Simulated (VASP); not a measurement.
# GaSb (F-43m) in VASP: a series of runs

Runs on GaSb. Level: PBEsol. Tasks: single point.

Program: VASP 6.6.1. These are calculated values, not measurements. Logs are shortened: lines on timing, memory, paths and dates and some standing lists are left out, and cuts for length are marked.

## (1) The cell of the first run

Symmetry: F-43m, No. 216, cubic system. The conventional cell has a = 6.040 Å, b = 6.040 Å, c = 6.040 Å, α = 90.00°, β = 90.00°, γ = 90.00°. Within 3.4 Å of Ga (site symmetry -43m) lie 4 Sb at 2.62 Å. Sb (site symmetry -43m) has 4 Ga at 2.62 Å within 3.4 Å.

## (2) Single point, PBEsol

INCAR

```
SYSTEM = GaSb
PREC = Accurate ; ENCUT = 520
EDIFF = 1E-6 ; ISMEAR = -1
SIGMA = 0.15 ; LREAL = .False.
LASPH = .True. ; NELM = 60
ALGO = Normal ; ISIF = 2
LWAVE = .False. ; LCHARG = .False.
GGA = PS ; NBANDS = 16
```

KPOINTS

```
regular mesh
0
Gamma
  12 12 12
  0 0 0
```

POSCAR

```
GaSb
1.0
    0.0000000000      3.0199227350      3.0199227350
    3.0199227350      0.0000000000      3.0199227350
    3.0199227350      3.0199227350      0.0000000000
Ga Sb
1 1
Direct
    0.0000000000      0.0000000000      0.0000000000
    0.7500000000      0.7500000000      0.7500000000
```

Potentials or basis: VASP PAW PBE potentials, release 64 (Ga_d, Sb).

The run is started by

```console
$ cat potpaw_PBE.64/Ga_d/POTCAR potpaw_PBE.64/Sb/POTCAR > POTCAR
$ mpirun -np 1 vasp_std > vasp.out
```

OUTCAR:

```text
SYSTEM = GaSb
   PREC = Accurate
   ENCUT = 520
   EDIFF = 1E-6
   ISMEAR = -1
   LREAL = .False.
   LASPH = .True.
   NELM = 60
   ISIF = 2
   GGA = PS

 ion  position               nearest neighbor table
   1  0.000  0.000  0.000-   2 2.62   2 2.62   2 2.62   2 2.62
   2  0.750  0.750  0.750-   1 2.62   1 2.62   1 2.62   1 2.62

  LATTYP: Found a face centered cubic cell.
 ALAT       =     6.0398454700

  Lattice vectors:

 A1 = (   0.0000000000,   3.0199227350,   3.0199227350)
 A2 = (   3.0199227350,   0.0000000000,   3.0199227350)
 A3 = (   3.0199227350,   3.0199227350,   0.0000000000)

Analysis of symmetry for initial positions (statically):
=====================================================================
 Subroutine PRICEL returns:
 Original cell was already a primitive cell.

 Routine SETGRP: Setting up the symmetry group for a
 face centered cubic supercell.

 Subroutine GETGRP returns: Found 24 space group operations
 (whereof 24 operations were pure point group operations)
 out of a pool of 48 trial point group operations.

The static configuration has the point symmetry T_d .

Analysis of symmetry for dynamics (positions and initial velocities):
=====================================================================
 Subroutine PRICEL returns:
 Original cell was already a primitive cell.

 Routine SETGRP: Setting up the symmetry group for a
 face centered cubic supercell.

 Subroutine GETGRP returns: Found 24 space group operations
 (whereof 24 operations were pure point group operations)
 out of a pool of 48 trial point group operations.

The dynamic configuration has the point symmetry T_d .

 Subroutine INISYM returns: Found 24 space group operations
 (whereof 24 operations are pure point group operations),
 and found     1 'primitive' translations

----------------------------------------------------------------------------------------

                                     Primitive cell

  volume of cell :      55.0830

  direct lattice vectors                    reciprocal lattice vectors
     0.000000000  3.019922735  3.019922735    -0.165567150  0.165567150  0.165567150
     3.019922735  0.000000000  3.019922735     0.165567150 -0.165567150  0.165567150
     3.019922735  3.019922735  0.000000000     0.165567150  0.165567150 -0.165567150

  length of vectors
     4.270815689  4.270815689  4.270815689     0.286770716  0.286770716  0.286770716

[... 73 lines left out ...]
   ICHARG =      2    charge: 1-file 2-atom 10-const
   ISPIN  =      1    spin polarized calculation?
   LNONCOLLINEAR =      F non collinear calculations
   LSORBIT =      F    spin-orbit coupling
   LASPH  =      T    aspherical Exc in radial PAW
   ENCUT  =  520.0 eV  38.22 Ry    6.18 a.u.   7.94  7.94  7.94*2*pi/ulx,y,z
   NELM   =     60;   NELMIN=  2; NELMDL= -5     # of ELM steps
   EDIFF  = 0.1E-05   stopping-criterion for ELM
   LREAL  =      F    real-space projection
   EDIFFG = 0.1E-04   stopping-criterion for IOM
   NSW    =      0    number of steps for IOM
   IBRION =     -1    ionic relax: 0-MD 1-quasi-New 2-CG
   NFREE  =      0    steps in history (QN), initial steepest desc. (CG)
   ISIF   =      2    stress and relaxation
   ISYM   =      2    0-nonsym 1-usesym 2-fastsym
   POTIM  = 0.5000    time-step for ionic-motion
   TEBEG  =    0.0;   TEEND  =   0.0 temperature during run
   PSTRESS=    0.0 pullay stress
   NELECT =      18.0000    total number of electrons
   NUPDOWN=      -1.0000    fix difference up-down
   EMIN   =  10.00;   EMAX   =-10.00  energy-range for DOS
   EFERMI =   0.00;   METHOD = LEGACY
   ISMEAR =    -1;   SIGMA  =   0.15  broadening in eV -4-tet -1-fermi 0-gaus
   EFERMI_NEDOS =   21; number of points for ismear=-14 and -15
   IALGO  =     38    algorithm
   IMIX   =      4    mixing-type and parameters
     AMIX     =   0.40;   BMIX     =  1.00
     AMIX_MAG =   1.60;   BMIX_MAG =  1.00
  volume/ion in A,a.u.               =      27.54       185.86
  Fermi-wavevector in a.u.,A,eV,Ry     =   1.127612  2.130878 17.299939  1.271510
  Thomas-Fermi vector in A             =   2.264299
   LORBIT       =      0    0 simple, 1 ext, 2 COOP (PROOUT), +10 PAW based schemes
   GGA     = PS    functional components
   LHFCALC =     F    Hartree Fock is set to
   AEXX    =    0.0000 exact exchange contribution
   IVDW    =     0    specifies the selected vdW correction
   LEPSILON=     F    determine dielectric tensor
   LRPA    =     F    only Hartree local field effects (RPA)
 non-spin polarized calculation
  energy-cutoff  :      520.00
  volume of cell :       55.08
 maximum number of plane-waves:      1524
   NGX = 15   NGY = 15   NGZ = 15

 number of electron      17.9999992 magnetization

 Free energy of the ion-electron system (eV)
  ---------------------------------------------------
  ext. energy  EPLUGINS =         0.00000000
  ---------------------------------------------------
  free energy    TOTEN  =        -8.14358629 eV

  energy without entropy =       -8.13782581  energy(sigma->0) =       -8.14070605

 E-fermi :   5.3504     XC(G=0):  -9.4365

 val. band max:        5.1305317246   @ k =   0.0000   0.0000   0.0000
 cond. band min:       5.3998893773   @ k =   0.0000   0.0000   0.0000
 fundamental gap:      0.2693576527
 Fermi energy:         5.3503801857

 k-point     1 :       0.0000    0.0000    0.0000
  band No.  band energies     occupation
      1      -9.9447      2.00000
      2      -9.9447      2.00000
      3      -9.9447      2.00000
      4      -9.8880      2.00000
      5      -9.8880      2.00000
      6      -6.6488      2.00000
[... 433 lines left out ...]
      3      -9.9285      2.00000
      4      -9.8900      2.00000
      5      -9.8882      2.00000
      6      -4.7138      2.00000
[... 8 lines left out ...]
     15      13.8748      0.00000
     16      14.2805      0.00000

 [... further k-points ...]
[... 5 lines left out ...]
  --------------------------------------------------------------------------------------
  -------------------------------------------------------------------------------------
  Total        0.7256872      0.7256872      0.7256872      0.0000000      0.0000000      0.0000000
  in kB       21.1077812     21.1077812     21.1077812      0.0000000      0.0000000      0.0000000
  external PRESSURE =      21.1077812 kB  Pullay stress =       0.0000000 kB

 VOLUME and BASIS-vectors are now :
 -----------------------------------------------------------------------------
  energy-cutoff  :      520.00
  volume of cell :       55.08
      direct lattice vectors                 reciprocal lattice vectors
     0.000000000  3.019922735  3.019922735    -0.165567150  0.165567150  0.165567150
     3.019922735  0.000000000  3.019922735     0.165567150 -0.165567150  0.165567150
     3.019922735  3.019922735  0.000000000     0.165567150  0.165567150 -0.165567150

 POSITION                                       TOTAL-FORCE (eV/Angst)
 -----------------------------------------------------------------------------------
      0.00000      0.00000      0.00000        -0.000000     -0.000000     -0.000000
      4.52988      4.52988      4.52988         0.000000      0.000000      0.000000
 -----------------------------------------------------------------------------------
    total drift:                               -0.000000     -0.000000     -0.000001

  FREE ENERGIE OF THE ION-ELECTRON SYSTEM (eV)
  ---------------------------------------------------
  free  energy   TOTEN  =        -8.1435862947 eV

  energy  without entropy=       -8.1378258074  energy(sigma->0) =       -8.14070605
```

OSZICAR:

```text
N       E                     dE             d eps       ncg     rms          rms(c)
DAV:   1     0.827977384561E+02    0.82798E+02   -0.86129E+03  2328   0.140E+03
DAV:   2    -0.170842850588E+01   -0.84506E+02   -0.81455E+02  2688   0.304E+02
DAV:   3    -0.813739174046E+01   -0.64290E+01   -0.64084E+01  2744   0.657E+01
DAV:   4    -0.824881036659E+01   -0.11142E+00   -0.11141E+00  2880   0.964E+00
DAV:   5    -0.825138494071E+01   -0.25746E-02   -0.25745E-02  2840   0.130E+00    0.328E+00
DAV:   6    -0.817179299176E+01    0.79592E-01   -0.84478E-02  3208   0.505E+00    0.193E+00
DAV:   7    -0.814324094548E+01    0.28552E-01   -0.46553E-02  2872   0.195E+00    0.370E-01
DAV:   8    -0.814332070840E+01   -0.79763E-04   -0.49244E-03  3040   0.844E-01    0.114E-01
DAV:   9    -0.814358984758E+01   -0.26914E-03   -0.46104E-04  2672   0.165E-01    0.437E-02
DAV:  10    -0.814357818232E+01    0.11665E-04   -0.19949E-05  2952   0.379E-02    0.133E-02
DAV:  11    -0.814358627195E+01   -0.80896E-05   -0.11921E-05  2712   0.243E-02    0.467E-03
DAV:  12    -0.814358629473E+01   -0.22788E-07   -0.40838E-07  2440   0.636E-03
   1 F= -.81435863E+01 E0= -.81407061E+01  d E =-.576049E-02
```

stdout:

```text
POSCAR found type information on POSCAR GaSb
 POSCAR found :  2 types and       2 ions
 scaLAPACK will be used
 -----------------------------------------------------------------------------
|                                                                             |
|                                                                             |
|     You enforced a specific xc type in the INCAR file but a different       |
|     I HOPE YOU KNOW WHAT YOU ARE DOING!                                     |
|                                                                             |
 -----------------------------------------------------------------------------

 LDA part: xc-table for (Slater+PW92), standard interpolation
 POSCAR, INCAR and KPOINTS ok, starting setup
 FFT: planning ... GRIDC
 FFT: planning ... GRID_SOFT
 FFT: planning ... GRID
 WAVECAR not read
 entering main loop
```

Wall time 25 s (1 thread of Intel Xeon Platinum 8488C (Sapphire Rapids), shared host); peak memory 0.21 GiB.

Results:

```yaml
Free_energy: -8.1436 eV
Pressure: 2.1 GPa
Band_gap_on_the_k_mesh: 0.27 eV
```

Levels at points of the mesh, in eV from the valence-band top:
```tsv
k point	band 6	band 7	band 8	band 9	band 10	band 11	band 12	band 13
(0.00, 0.00, 0.00)	-11.78	0.00	0.00	0.00	0.27	2.75	2.75	2.75
(0.50, 0.00, 0.00)	-10.05	-6.59	-1.22	-1.22	0.43	3.72	3.72	6.29
(0.50, 0.50, 0.00)	-9.16	-7.01	-2.73	-2.73	0.79	1.09	8.92	8.92
```

Caveat: semilocal functionals underestimate gaps, and a narrow one can read as zero; the PAW data sets were made with another functional, which shifts forces and pressure a little; spin-orbit coupling is left out, which moves the levels of the heavy elements. A k mesh can miss the band edges.

(Continued in part 2 of 2.)

The gap in the log of VASP goes by the Fermi energy; the results here count the filled bands.